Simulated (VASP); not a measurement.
# Ge3Pt (Pm-3n) in VASP: further runs

The runs below take Ge3Pt through single point, with PBE.

All numbers are computed with VASP 6.6.1; they aren't measurements. Logs are shortened: lines on timing, memory, paths and dates and some standing lists are left out, and cuts for length are marked.

### Step 1. The cell of the first run

The structure is cubic, space group Pm-3n (No. 223). Conventional cell: a = 5.233 Å, b = 5.233 Å, c = 5.233 Å, α = 90.00°, β = 90.00°, γ = 90.00°. Within 3.5 Å of Ge (site symmetry -4m2) lie 10 Ge at 2.62 to 3.20 Å and 4 Pt at 2.93 Å. Within 3.9 Å of Pt (site symmetry m-3) lie 12 Ge at 2.93 Å.

The cell was built from a structure type or drawn by symmetry, and may not be a known phase.

### Step 2. Single point, PBE

Input file INCAR:

```
SYSTEM = Ge3Pt
PREC     = Accurate       ! precision mode
ENCUT    = 520            ! plane-wave cutoff, eV
EDIFF    = 1E-6           ! SCF threshold, eV
ISMEAR   = 0              ! smearing method
SIGMA    = 0.1            ! smearing width, eV
LREAL    = .False.        ! projectors in reciprocal space
LASPH    = .True.         ! aspherical terms in the spheres
NELM     = 60             ! most SCF steps
ALGO     = Normal         ! electronic algorithm
ISIF     = 2              ! what is computed and relaxed
LWAVE    = .False.        ! write WAVECAR
LCHARG   = .False.        ! write CHGCAR
GGA      = PE             ! functional
NBANDS   = 62             ! bands
```

Input file KPOINTS:

```
regular mesh
0
Gamma
  4 4 4
  0 0 0
```

Input file POSCAR:

```
Ge3Pt
1.0
    5.2329130451      0.0000000000      0.0000000000
    0.0000000000      5.2329130451      0.0000000000
    0.0000000000      0.0000000000      5.2329130451
Ge Pt
6 2
Direct
    0.2500000000      0.0000000000      0.5000000000
    0.5000000000      0.7500000000      0.0000000000
    0.7500000000      0.0000000000      0.5000000000
    0.5000000000      0.2500000000      0.0000000000
    0.0000000000      0.5000000000      0.7500000000
    0.0000000000      0.5000000000      0.2500000000
    0.0000000000      0.0000000000      0.0000000000
    0.5000000000      0.5000000000      0.5000000000
```

Potentials or basis: VASP PAW PBE potentials, release 64 (Ge_d, Pt).

Launch:

```bash
$ cat potpaw_PBE.64/Ge_d/POTCAR potpaw_PBE.64/Pt/POTCAR > POTCAR
$ mpirun -np 1 vasp_std > vasp.out
```

OUTCAR:

```text
SYSTEM = Ge3Pt
   PREC = Accurate
   ENCUT = 520
   EDIFF = 1E-6
   ISMEAR = 0
   LREAL = .False.
   LASPH = .True.
   NELM = 60
   ISIF = 2
   GGA = PE

 ion  position               nearest neighbor table
   1  0.250  0.000  0.500-   3 2.62   3 2.62   8 2.93   7 2.93   8 2.93   7 2.93
   2  0.500  0.750  0.000-   4 2.62   4 2.62   8 2.93   8 2.93   7 2.93   7 2.93
   3  0.750  0.000  0.500-   1 2.62   1 2.62   8 2.93   7 2.93   8 2.93   7 2.93
   4  0.500  0.250  0.000-   2 2.62   2 2.62   8 2.93   8 2.93   7 2.93   7 2.93
   5  0.000  0.500  0.750-   6 2.62   6 2.62   8 2.93   7 2.93   7 2.93   8 2.93
   6  0.000  0.500  0.250-   5 2.62   5 2.62   8 2.93   7 2.93   7 2.93   8 2.93
   7  0.000  0.000  0.000-   1 2.93   2 2.93   3 2.93   4 2.93   5 2.93   6 2.93   1 2.93   3 2.93
                             5 2.93   6 2.93   2 2.93   4 2.93
   8  0.500  0.500  0.500-   1 2.93   2 2.93   3 2.93   4 2.93   5 2.93   6 2.93   2 2.93   4 2.93
                             1 2.93   3 2.93   5 2.93   6 2.93

  LATTYP: Found a simple cubic cell.
 ALAT       =     5.2329130451

  Lattice vectors:

 A1 = (   5.2329130451,   0.0000000000,   0.0000000000)
 A2 = (   0.0000000000,   5.2329130451,   0.0000000000)
 A3 = (   0.0000000000,   0.0000000000,   5.2329130451)

Analysis of symmetry for initial positions (statically):
=====================================================================
 Subroutine PRICEL returns:
 Original cell was already a primitive cell.

 Routine SETGRP: Setting up the symmetry group for a
 simple cubic supercell.

 Subroutine GETGRP returns: Found 48 space group operations
 (whereof 24 operations were pure point group operations)
 out of a pool of 48 trial point group operations.

The static configuration has the point symmetry T_h .
 The point group associated with its full space group is O_h .

Analysis of symmetry for dynamics (positions and initial velocities):
=====================================================================
 Subroutine PRICEL returns:
 Original cell was already a primitive cell.

 Routine SETGRP: Setting up the symmetry group for a
 simple cubic supercell.

 Subroutine GETGRP returns: Found 48 space group operations
 (whereof 24 operations were pure point group operations)
 out of a pool of 48 trial point group operations.

The dynamic configuration has the point symmetry T_h .
 The point group associated with its full space group is O_h .

 Subroutine INISYM returns: Found 48 space group operations
 (whereof 24 operations are pure point group operations),
 and found     1 'primitive' translations

----------------------------------------------------------------------------------------

                                     Primitive cell

  volume of cell :     143.2948

  direct lattice vectors                    reciprocal lattice vectors
     5.232913045  0.000000000  0.000000000     0.191098150  0.000000000  0.000000000
     0.000000000  5.232913045  0.000000000     0.000000000  0.191098150  0.000000000
     0.000000000  0.000000000  5.232913045     0.000000000  0.000000000  0.191098150

  length of vectors
     5.232913045  5.232913045  5.232913045     0.191098150  0.191098150  0.191098150

  position of ions in fractional coordinates (direct lattice)
     0.250000000  0.000000000  0.500000000
     0.500000000  0.750000000  0.000000000
     0.750000000  0.000000000  0.500000000
     0.500000000  0.250000000  0.000000000
     0.000000000  0.500000000  0.750000000
     0.000000000  0.500000000  0.250000000
     0.000000000  0.000000000  0.000000000
     0.500000000  0.500000000  0.500000000

  ion indices of the primitive-cell ions
   primitive index   ion index
                 1           1
                 2           2
                 3           3
                 4           4
                 5           5
                 6           6
                 7           7
                 8           8

----------------------------------------------------------------------------------------

 KPOINTS: regular mesh

Automatic generation of k-mesh.
 Grid dimensions read from file:
 generate k-points for:    4    4    4

 Generating k-lattice:

  Cartesian coordinates                     Fractional coordinates (reciprocal lattice)
     0.047774537  0.000000000  0.000000000     0.250000000  0.000000000  0.000000000
     0.000000000  0.047774537  0.000000000     0.000000000  0.250000000  0.000000000
     0.000000000  0.000000000  0.047774537     0.000000000  0.000000000  0.250000000

  Length of vectors
     0.047774537  0.047774537  0.047774537

  Shift w.r.t. Gamma in fractional coordinates (k-lattice)
     0.000000000  0.000000000  0.000000000

 Subroutine IBZKPT returns following result:
 ===========================================

 Found     10 irreducible k-points:

 Following reciprocal coordinates:
            Coordinates               Weight
  0.000000  0.000000  0.000000      1.000000
  0.250000  0.000000  0.000000      6.000000
  0.500000  0.000000  0.000000      3.000000
  0.250000  0.250000  0.000000     12.000000
  0.500000  0.250000  0.000000     12.000000
  0.500000  0.500000  0.000000      3.000000
  0.250000  0.250000  0.250000      8.000000
  0.500000  0.250000  0.250000     12.000000
  0.500000  0.500000  0.250000      6.000000
  0.500000  0.500000  0.500000      1.000000
   k-points           NKPTS =     10   k-points in BZ     NKDIM =     10   number of bands    NBANDS=     62
   number of dos      NEDOS =    301   number of ions     NIONS =      8
   total plane-waves  NPLWV =  64000
   dimension x,y,z NGX =    40 NGY =   40 NGZ =   40
   dimension x,y,z NGXF=    80 NGYF=   80 NGZF=   80
   ions per type =               6   2
   NGX,Y,Z   is equivalent  to a cutoff of  12.71, 12.71, 12.71 a.u.
   NGXF,Y,Z  is equivalent  to a cutoff of  25.42, 25.42, 25.42 a.u.
 SYSTEM =  Ge3Pt
   PREC   = accura    normal or accurate (medium, high low for compatibility)
   ISTART =      0    job   : 0-new  1-cont  2-samecut
   ICHARG =      2    charge: 1-file 2-atom 10-const
   ISPIN  =      1    spin polarized calculation?
   LNONCOLLINEAR =      F non collinear calculations
   LSORBIT =      F    spin-orbit coupling
   LASPH  =      T    aspherical Exc in radial PAW
   ENCUT  =  520.0 eV  38.22 Ry    6.18 a.u.   9.73  9.73  9.73*2*pi/ulx,y,z
   NELM   =     60;   NELMIN=  2; NELMDL= -5     # of ELM steps
   EDIFF  = 0.1E-05   stopping-criterion for ELM
   LREAL  =      F    real-space projection
   EDIFFG = 0.1E-04   stopping-criterion for IOM
   NSW    =      0    number of steps for IOM
   IBRION =     -1    ionic relax: 0-MD 1-quasi-New 2-CG
   NFREE  =      0    steps in history (QN), initial steepest desc. (CG)
   ISIF   =      2    stress and relaxation
   ISYM   =      2    0-nonsym 1-usesym 2-fastsym
   POTIM  = 0.5000    time-step for ionic-motion
   TEBEG  =    0.0;   TEEND  =   0.0 temperature during run
   PSTRESS=    0.0 pullay stress
   NELECT =     104.0000    total number of electrons
   NUPDOWN=      -1.0000    fix difference up-down
   EMIN   =  10.00;   EMAX   =-10.00  energy-range for DOS
   EFERMI =   0.00;   METHOD = LEGACY
   ISMEAR =     0;   SIGMA  =   0.10  broadening in eV -4-tet -1-fermi 0-gaus
   EFERMI_NEDOS =   21; number of points for ismear=-14 and -15
   IALGO  =     38    algorithm
   IMIX   =      4    mixing-type and parameters
     AMIX     =   0.40;   BMIX     =  1.00
     AMIX_MAG =   1.60;   BMIX_MAG =  1.00
  volume/ion in A,a.u.               =      17.91       120.88
  Fermi-wavevector in a.u.,A,eV,Ry     =   1.471214  2.780191 29.449399  2.164470
  Thomas-Fermi vector in A             =   2.586377
   LORBIT       =      0    0 simple, 1 ext, 2 COOP (PROOUT), +10 PAW based schemes
   GGA     = PE    functional components
   LHFCALC =     F    Hartree Fock is set to
   AEXX    =    0.0000 exact exchange contribution
   IVDW    =     0    specifies the selected vdW correction
   LEPSILON=     F    determine dielectric tensor
   LRPA    =     F    only Hartree local field effects (RPA)
 non-spin polarized calculation
 Gauss-broadening in eV      SIGMA  =   0.10
  energy-cutoff  :      520.00
  volume of cell :      143.29
 maximum number of plane-waves:      3900
 NGX is ok and might be reduce to    40
   NGX = 19   NGY = 19   NGZ = 19

 number of electron     104.0000168 magnetization

 Free energy of the ion-electron system (eV)
  ---------------------------------------------------
  ext. energy  EPLUGINS =         0.00000000
  ---------------------------------------------------
  free energy    TOTEN  =       -38.48520174 eV

  energy without entropy =      -38.46919013  energy(sigma->0) =      -38.47719593

 E-fermi :   7.8031     XC(G=0): -11.7657

 val. band max:        7.7892761355   @ k =   0.2500   0.0000   0.0000
 cond. band min:       7.8094845506   @ k =   0.5000   0.2500   0.0000
 fundamental gap:      0.0202084152
 Fermi energy:         7.8030708040

 k-point     1 :       0.0000    0.0000    0.0000
  band No.  band energies     occupation
      1     -17.1793      2.00000
      2     -17.1724      2.00000
      3     -17.1724      2.00000
      4     -17.0881      2.00000
      5     -17.0881      2.00000
      6     -17.0881      2.00000
[... 54 lines left out ...]
     61      12.5588      0.00000
     62      12.5588      0.00000

 k-point     2 :       0.2500    0.0000    0.0000
  band No.  band energies     occupation
      1     -17.1765      2.00000
      2     -17.1730      2.00000
      3     -17.1336      2.00000
      4     -17.0858      2.00000
      5     -17.0807      2.00000
      6     -17.0807      2.00000
[... 54 lines left out ...]
     61      11.5095      0.00000
     62      11.6974      0.00000

 k-point     3 :       0.5000    0.0000    0.0000
  band No.  band energies     occupation
      1     -17.1746      2.00000
      2     -17.1746      2.00000
      3     -17.0766      2.00000
      4     -17.0766      2.00000
      5     -17.0743      2.00000
      6     -17.0743      2.00000
[... 444 lines left out ...]
     61      11.8474      0.00000
     62      12.3960      0.00000

 k-point    10 :       0.5000    0.5000    0.5000
  band No.  band energies     occupation
      1     -17.0406      2.00000
      2     -17.0406      2.00000
      3     -17.0406      2.00000
      4     -17.0406      2.00000
      5     -17.0406      2.00000
      6     -17.0406      2.00000
[... 54 lines left out ...]
     61      12.4087      0.00000
     62      12.4087      0.00000

------------------------ aborting loop because EDIFF is reached ----------------------------------------

  FORCE on cell =-STRESS in cart. coord.  units (eV):
  Direction    XX          YY          ZZ          XY          YZ          ZX
  --------------------------------------------------------------------------------------
  -------------------------------------------------------------------------------------
  Total        0.0427261      0.0427261      0.0427261     -0.0000000      0.0000000      0.0000000
  in kB        0.4777204      0.4777204      0.4777204     -0.0000000      0.0000000      0.0000000
  external PRESSURE =       0.4777204 kB  Pullay stress =       0.0000000 kB

 VOLUME and BASIS-vectors are now :
 -----------------------------------------------------------------------------
  energy-cutoff  :      520.00
  volume of cell :      143.29
      direct lattice vectors                 reciprocal lattice vectors
     5.232913045  0.000000000  0.000000000     0.191098150  0.000000000  0.000000000
     0.000000000  5.232913045  0.000000000     0.000000000  0.191098150  0.000000000
     0.000000000  0.000000000  5.232913045     0.000000000  0.000000000  0.191098150

 POSITION                                       TOTAL-FORCE (eV/Angst)
 -----------------------------------------------------------------------------------
      1.30823      0.00000      2.61646         0.000000      0.000000     -0.000000
      2.61646      3.92468      0.00000         0.000000     -0.000000      0.000000
      3.92468      0.00000      2.61646        -0.000000      0.000000     -0.000000
      2.61646      1.30823      0.00000        -0.000000     -0.000000     -0.000000
      0.00000      2.61646      3.92468         0.000000     -0.000000      0.000000
      0.00000      2.61646      1.30823        -0.000000     -0.000000     -0.000000
      0.00000      0.00000      0.00000        -0.000000     -0.000000      0.000000
      2.61646      2.61646      2.61646        -0.000000     -0.000000      0.000000
 -----------------------------------------------------------------------------------
    total drift:                               -0.000000     -0.000000      0.000000

  FREE ENERGIE OF THE ION-ELECTRON SYSTEM (eV)
  ---------------------------------------------------
  free  energy   TOTEN  =       -38.4852017397 eV

  energy  without entropy=      -38.4691901289  energy(sigma->0) =      -38.47719593
```

It took 54 s on 1 thread of Intel Xeon 6975P-C (Granite Rapids), shared host; peak memory 0.26 GiB.

Results:

| Quantity | Value |
| --- | --- |
| Free energy | -38.4852 eV |
| Pressure | 0.0 GPa |
| Band gap on the k mesh | zero (bands 52 and 53 overlap by 1.75 eV) |

Caveat: spin-orbit coupling is left out, which moves the levels of the heavy elements.

### Step 3. Single point, PBE

This run uses another cell than the first one, of 16.34 Å³/atom.

Input file INCAR:

```
PREC = Accurate
ENCUT = 520
EDIFF = 1E-6
ISMEAR = 0
SIGMA = 0.1
LREAL = F
LASPH = T
NELM = 80
ALGO = Normal
ISIF = 2
LWAVE = F
LCHARG = F
GGA = PE
NBANDS = 62
```

Input file KPOINTS:

```
Automatic mesh
0
Gamma
  4 4 4
```

Changes to POSCAR since step 2:

```diff
@@ -2,5 +2,5 @@
 1.0
-    5.2329130451      0.0000000000      0.0000000000
-    0.0000000000      5.2329130451      0.0000000000
-    0.0000000000      0.0000000000      5.2329130451
+    5.0748741000      0.0000000000      0.0000000000
+    0.0000000000      5.0748741000      0.0000000000
+    0.0000000000      0.0000000000      5.0748741000
 Ge Pt
```

Potentials or basis: VASP PAW PBE potentials, release 64 (Ge_d, Pt).

Launch:

```bash
$ cat potpaw_PBE.64/Ge_d/POTCAR potpaw_PBE.64/Pt/POTCAR > POTCAR
$ mpirun -np 1 vasp_std > vasp.out
```

Wall time 53 s (1 thread of Intel Xeon 6975P-C (Granite Rapids), shared host); peak memory 0.26 GiB.

It converged, with:

| Item | Value |
| --- | --- |
| Free energy | -38.0525 eV |
| Pressure | 11.7 GPa |
| Band gap on the k mesh | zero (bands 52 and 53 overlap by 2.01 eV) |

Levels at points of the mesh, in eV from the Fermi level:
```
           k point  band 49  band 50  band 51  band 52  band 53  band 54  band 55  band 56
(0.00, 0.00, 0.00)    -1.74    -1.74    -0.95    -0.95     0.31     0.31     0.31     2.12
(0.50, 0.00, 0.00)    -1.92    -1.92    -0.32    -0.32     0.74     0.74     1.52     1.52
(0.50, 0.50, 0.00)    -1.10    -1.07    -1.07     0.14     0.24     1.42     1.89     2.17
(0.50, 0.50, 0.50)     1.17     1.17     1.17     1.17     1.17     1.17     3.04     3.04
```

Caveat: the cell stands under pressure; spin-orbit coupling is left out, which moves the levels of the heavy elements.
